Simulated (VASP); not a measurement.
# KTaO3 (Pm-3m) in VASP: density of states with PBE

Aim: the density of states of KTaO3 with PBE.

All numbers are computed with VASP 6.6.1; they aren't measurements. Logs are shortened: lines on timing, memory, paths and dates and some standing lists are left out, and cuts for length are marked.

### 1 The cell of the first run

Symmetry: Pm-3m, No. 221, cubic system. The conventional cell has a = 4.025 Å, b = 4.025 Å, c = 4.025 Å, α = 90.00°, β = 90.00°, γ = 90.00°. K (site symmetry m-3m) has 12 O at 2.85 Å and 8 Ta at 3.49 Å within 3.7 Å. Ta (site symmetry m-3m) has 6 O at 2.01 Å within 2.7 Å. Within 2.7 Å of O (site symmetry 4/mmm) lie 2 Ta at 2.01 Å.

### 2 Density of states, PBE

POSCAR

```
KTaO3
1.0
    4.0245444164      0.0000000000      0.0000000000
    0.0000000000      4.0245444164      0.0000000000
    0.0000000000      0.0000000000      4.0245444164
K Ta O
1 1 3
Direct
    0.5000000000      0.5000000000      0.5000000000
    0.0000000000      0.0000000000      0.0000000000
    0.5000000000      0.0000000000      0.0000000000
    0.0000000000      0.5000000000      0.0000000000
    0.0000000000      0.0000000000      0.5000000000
```

INCAR.step1

```
ALGO = Normal
EDIFF = 1E-6
ENCUT = 520
GGA = PE
ISIF = 2
ISMEAR = 0
LASPH = T
LCHARG = T
LMAXMIX = 4
LREAL = F
LWAVE = F
NBANDS = 27
NELM = 60
PREC = Accurate
SIGMA = 0.02
```

KPOINTS.step1

```
k-points
0
Gamma
  8 8 8
```

INCAR.step2

```
ALGO = Normal
EDIFF = 1E-6
ENCUT = 520
GGA = PE
ICHARG = 11
ISIF = 2
ISMEAR = -5
LASPH = T
LCHARG = F
LMAXMIX = 4
LORBIT = 11
LREAL = F
LWAVE = F
NBANDS = 27
NEDOS = 2001
NELM = 60
PREC = Accurate
SIGMA = 0.02
```

KPOINTS.step2

```
k-points
0
Gamma
  12 12 12
```

Potentials or basis: VASP PAW PBE potentials, release 64 (K_sv, Ta_pv, O).

Command:

```bash
$ cat potpaw_PBE.64/K_sv/POTCAR potpaw_PBE.64/Ta_pv/POTCAR potpaw_PBE.64/O/POTCAR > POTCAR
$ cp INCAR.step1 INCAR
$ cp KPOINTS.step1 KPOINTS
$ mpirun -np 1 vasp_std > vasp.out
$ cp INCAR.step2 INCAR
$ cp KPOINTS.step2 KPOINTS
$ mpirun -np 1 vasp_std > vasp.out
```

OUTCAR:

```text
EDIFF = 1E-6
   ENCUT = 520
   GGA = PE
   ICHARG = 11
   ISIF = 2
   ISMEAR = -5
   LASPH = T
   LORBIT = 11
   LREAL = F
   NELM = 60
   PREC = Accurate

 ion  position               nearest neighbor table
   1  0.500  0.500  0.500-   3 2.85   4 2.85   5 2.85   3 2.85   4 2.85   3 2.85   5 2.85   3 2.85
                             4 2.85   5 2.85   4 2.85   5 2.85   2 3.49   2 3.49   2 3.49   2 3.49
   2  0.000  0.000  0.000-   3 2.01   4 2.01   5 2.01   5 2.01   4 2.01   3 2.01   1 3.49   1 3.49
                             1 3.49   1 3.49   1 3.49   1 3.49   1 3.49   1 3.49
   3  0.500  0.000  0.000-   2 2.01   2 2.01   1 2.85   1 2.85   1 2.85   1 2.85
   4  0.000  0.500  0.000-   2 2.01   2 2.01   1 2.85   1 2.85   1 2.85   1 2.85
   5  0.000  0.000  0.500-   2 2.01   2 2.01   1 2.85   1 2.85   1 2.85   1 2.85

  LATTYP: Found a simple cubic cell.
 ALAT       =     4.0245444164

  Lattice vectors:

 A1 = (   4.0245444164,   0.0000000000,   0.0000000000)
 A2 = (   0.0000000000,   4.0245444164,   0.0000000000)
 A3 = (   0.0000000000,   0.0000000000,   4.0245444164)

Analysis of symmetry for initial positions (statically):
=====================================================================
 Subroutine PRICEL returns:
 Original cell was already a primitive cell.

 Routine SETGRP: Setting up the symmetry group for a
 simple cubic supercell.

 Subroutine GETGRP returns: Found 48 space group operations
 (whereof 48 operations were pure point group operations)
 out of a pool of 48 trial point group operations.

The static configuration has the point symmetry O_h .

Analysis of symmetry for dynamics (positions and initial velocities):
=====================================================================
 Subroutine PRICEL returns:
 Original cell was already a primitive cell.

 Routine SETGRP: Setting up the symmetry group for a
 simple cubic supercell.

 Subroutine GETGRP returns: Found 48 space group operations
 (whereof 48 operations were pure point group operations)
 out of a pool of 48 trial point group operations.

The dynamic configuration has the point symmetry O_h .

 Subroutine INISYM returns: Found 48 space group operations
 (whereof 48 operations are pure point group operations),
 and found     1 'primitive' translations

----------------------------------------------------------------------------------------

                                     Primitive cell

  volume of cell :      65.1854

  direct lattice vectors                    reciprocal lattice vectors
     4.024544416  0.000000000  0.000000000     0.248475330  0.000000000  0.000000000
     0.000000000  4.024544416  0.000000000     0.000000000  0.248475330  0.000000000
     0.000000000  0.000000000  4.024544416     0.000000000  0.000000000  0.248475330

  length of vectors
     4.024544416  4.024544416  4.024544416     0.248475330  0.248475330  0.248475330

  position of ions in fractional coordinates (direct lattice)
     0.500000000  0.500000000  0.500000000
     0.000000000  0.000000000  0.000000000
     0.500000000  0.000000000  0.000000000
     0.000000000  0.500000000  0.000000000
     0.000000000  0.000000000  0.500000000

  ion indices of the primitive-cell ions
   primitive index   ion index
                 1           1
                 2           2
                 3           3
                 4           4
                 5           5

----------------------------------------------------------------------------------------

 KPOINTS: k-points

Automatic generation of k-mesh.
 Grid dimensions read from file:
 generate k-points for:   12   12   12

 Generating k-lattice:

  Cartesian coordinates                     Fractional coordinates (reciprocal lattice)
     0.020706277  0.000000000  0.000000000     0.083333333  0.000000000  0.000000000
     0.000000000  0.020706277  0.000000000     0.000000000  0.083333333  0.000000000
     0.000000000  0.000000000  0.020706277     0.000000000  0.000000000  0.083333333

  Length of vectors
     0.020706277  0.020706277  0.020706277

  Shift w.r.t. Gamma in fractional coordinates (k-lattice)
     0.000000000  0.000000000  0.000000000

 TETIRR: Found    854 inequivalent tetrahedra from    10368

 Subroutine IBZKPT returns following result:
 ===========================================

 Found     84 irreducible k-points:

 Following reciprocal coordinates:
            Coordinates               Weight
  0.000000  0.000000  0.000000      1.000000
  0.083333  0.000000  0.000000      6.000000
  0.166667  0.000000  0.000000      6.000000
  0.250000  0.000000  0.000000      6.000000
  0.333333  0.000000  0.000000      6.000000
  0.416667  0.000000  0.000000      6.000000
[... 16 lines left out ...]
  0.333333  0.333333  0.000000     12.000000
  0.416667  0.333333  0.000000     24.000000
 [... further k-points ...]
   k-points           NKPTS =     84   k-points in BZ     NKDIM =     84   number of bands    NBANDS=     27
   number of dos      NEDOS =   2001   number of ions     NIONS =      5
   total plane-waves  NPLWV =  27000
   dimension x,y,z NGX =    30 NGY =   30 NGZ =   30
   dimension x,y,z NGXF=    60 NGYF=   60 NGZF=   60
   ions per type =               1   1   3
   NGX,Y,Z   is equivalent  to a cutoff of  12.39, 12.39, 12.39 a.u.
   NGXF,Y,Z  is equivalent  to a cutoff of  24.78, 24.78, 24.78 a.u.
 SYSTEM =  unknown system
   PREC   = accura    normal or accurate (medium, high low for compatibility)
   ISTART =      0    job   : 0-new  1-cont  2-samecut
   ICHARG =     11    charge: 1-file 2-atom 10-const
   ISPIN  =      1    spin polarized calculation?
   LNONCOLLINEAR =      F non collinear calculations
   LSORBIT =      F    spin-orbit coupling
   LASPH  =      T    aspherical Exc in radial PAW
   ENCUT  =  520.0 eV  38.22 Ry    6.18 a.u.   7.48  7.48  7.48*2*pi/ulx,y,z
   NELM   =     60;   NELMIN=  2; NELMDL=  0     # of ELM steps
   EDIFF  = 0.1E-05   stopping-criterion for ELM
   LREAL  =      F    real-space projection
   EDIFFG = 0.1E-04   stopping-criterion for IOM
   NSW    =      0    number of steps for IOM
   IBRION =     -1    ionic relax: 0-MD 1-quasi-New 2-CG
   NFREE  =      0    steps in history (QN), initial steepest desc. (CG)
   ISIF   =      2    stress and relaxation
   ISYM   =      2    0-nonsym 1-usesym 2-fastsym
   POTIM  = 0.5000    time-step for ionic-motion
   TEBEG  =    0.0;   TEEND  =   0.0 temperature during run
   PSTRESS=    0.0 pullay stress
   NELECT =      38.0000    total number of electrons
   NUPDOWN=      -1.0000    fix difference up-down
   EMIN   =  10.00;   EMAX   =-10.00  energy-range for DOS
   EFERMI =   0.00;   METHOD = LEGACY
   ISMEAR =    -5;   SIGMA  =   0.02  broadening in eV -4-tet -1-fermi 0-gaus
   EFERMI_NEDOS =   21; number of points for ismear=-14 and -15
   IALGO  =     38    algorithm
   IMIX   =      4    mixing-type and parameters
     AMIX     =   0.40;   BMIX     =  1.00
     AMIX_MAG =   1.60;   BMIX_MAG =  1.00
  volume/ion in A,a.u.               =      13.04        87.98
  Fermi-wavevector in a.u.,A,eV,Ry     =   1.367580  2.584351 25.446625  1.870274
  Thomas-Fermi vector in A             =   2.493620
   LORBIT       =     11    0 simple, 1 ext, 2 COOP (PROOUT), +10 PAW based schemes
   GGA     = PE    functional components
   LHFCALC =     F    Hartree Fock is set to
   AEXX    =    0.0000 exact exchange contribution
   IVDW    =     0    specifies the selected vdW correction
   LEPSILON=     F    determine dielectric tensor
   LRPA    =     F    only Hartree local field effects (RPA)
 non-spin polarized calculation
 Fermi weights with tetrahedron method with Bloechl corrections
  energy-cutoff  :      520.00
  volume of cell :       65.19
 maximum number of plane-waves:      1777
 NGX is ok and might be reduce to    30

 number of electron      37.9999979 magnetization

 Free energy of the ion-electron system (eV)
  ---------------------------------------------------
  ext. energy  EPLUGINS =         0.00000000
  ---------------------------------------------------
  free energy    TOTEN  =       -41.06757782 eV

  energy without entropy =      -41.06757782  energy(sigma->0) =      -41.06757782

 E-fermi :   1.6299     XC(G=0): -10.7331

 val. band max:        1.6183267602   @ k =   0.5000   0.5000   0.5000
 cond. band min:       3.7338999985   @ k =   0.0000   0.0000   0.0000
 fundamental gap:      2.1155732382
 Fermi energy:         1.6298994919

 k-point     1 :       0.0000    0.0000    0.0000
  band No.  band energies     occupation
      1     -32.6276      2.00000
      2     -32.6276      2.00000
      3     -32.6276      2.00000
      4     -25.7283      2.00000
      5     -15.8346      2.00000
      6     -15.1374      2.00000
[... 19 lines left out ...]
     26       9.6835      0.00000
     27       9.6835      0.00000

 k-point     2 :       0.0833    0.0000    0.0000
  band No.  band energies     occupation
      1     -32.6330      2.00000
      2     -32.6274      2.00000
      3     -32.6274      2.00000
      4     -25.7268      2.00000
      5     -15.8128      2.00000
      6     -15.1360      2.00000
[... 19 lines left out ...]
     26       9.7699      0.00000
     27       9.7792      0.00000

 k-point     3 :       0.1667    0.0000    0.0000
  band No.  band energies     occupation
      1     -32.6476      2.00000
      2     -32.6269      2.00000
      3     -32.6269      2.00000
      4     -25.7224      2.00000
      5     -15.7665      2.00000
      6     -15.1322      2.00000
[... 594 lines left out ...]
      1     -32.6846      2.00000
      2     -32.6841      2.00000
      3     -32.6232      2.00000
      4     -25.6989      2.00000
      5     -15.4514      2.00000
      6     -14.6519      2.00000
[... 19 lines left out ...]
     26      11.8334      0.00000
     27      12.5725      0.00000

 k-point    24 :       0.4167    0.3333    0.0000
  band No.  band energies     occupation
      1     -32.6986      2.00000
      2     -32.6837      2.00000
      3     -32.6226      2.00000
      4     -25.6961      2.00000
      5     -15.4239      2.00000
      6     -14.6249      2.00000
[... 19 lines left out ...]
     26      12.1610      0.00000
     27      12.7809      0.00000

 [... further k-points ...]
[... 5 lines left out ...]
  --------------------------------------------------------------------------------------
  -------------------------------------------------------------------------------------
  Total        0.2270150      0.2270150      0.2270150     -0.0000000     -0.0000000      0.0000000
  in kB        5.5797530      5.5797530      5.5797530     -0.0000000     -0.0000000      0.0000000
  external PRESSURE =       5.5797530 kB  Pullay stress =       0.0000000 kB

 VOLUME and BASIS-vectors are now :
 -----------------------------------------------------------------------------
  energy-cutoff  :      520.00
  volume of cell :       65.19
      direct lattice vectors                 reciprocal lattice vectors
     4.024544416  0.000000000  0.000000000     0.248475330  0.000000000  0.000000000
     0.000000000  4.024544416  0.000000000     0.000000000  0.248475330  0.000000000
     0.000000000  0.000000000  4.024544416     0.000000000  0.000000000  0.248475330

 POSITION                                       TOTAL-FORCE (eV/Angst)
 -----------------------------------------------------------------------------------
      2.01227      2.01227      2.01227         0.000000      0.000000      0.000000
      0.00000      0.00000      0.00000         0.000000      0.000000      0.000000
      2.01227      0.00000      0.00000         0.000000      0.000000      0.000000
      0.00000      2.01227      0.00000         0.000000      0.000000      0.000000
      0.00000      0.00000      2.01227         0.000000      0.000000      0.000000
 -----------------------------------------------------------------------------------
    total drift:                                0.000000     -0.000000      0.000000

  FREE ENERGIE OF THE ION-ELECTRON SYSTEM (eV)
  ---------------------------------------------------
  free  energy   TOTEN  =       -41.0675778193 eV

  energy  without entropy=      -41.0675778193  energy(sigma->0) =      -41.06757782

 total charge

# of ion       s       p       d       tot
------------------------------------------
    1        1.961   5.604   0.045   7.610
    2        0.338   6.334   2.019   8.691
    3        1.561   3.507   0.000   5.068
    4        1.561   3.507   0.000   5.068
    5        1.561   3.507   0.000   5.068
--------------------------------------------------
tot          6.982  22.458   2.064  31.504
```

It took 2 min on 1 thread of Intel Xeon Platinum 8488C (Sapphire Rapids), shared host; peak memory 0.26 GiB.

What came out:

```yaml
Valence_electrons_inside_the_program's_atomic_spheres: K 7.61; Ta 8.69; O 5.07
```

Levels at points of the mesh, in eV from the valence-band top:
```
           k point  band 17  band 18  band 19  band 20  band 21  band 22
(0.00, 0.00, 0.00)    -0.63    -0.63    -0.63     2.12     2.12     2.12
(0.50, 0.00, 0.00)    -1.45    -0.85    -0.85     2.26     4.84     4.84
(0.50, 0.50, 0.00)    -1.40    -1.40    -0.04     4.88     4.88     6.11
(0.50, 0.50, 0.50)     0.00     0.00     0.00     6.23     6.23     6.23
```

Caveat: spin-orbit coupling is left out, which moves the levels of the heavy elements.
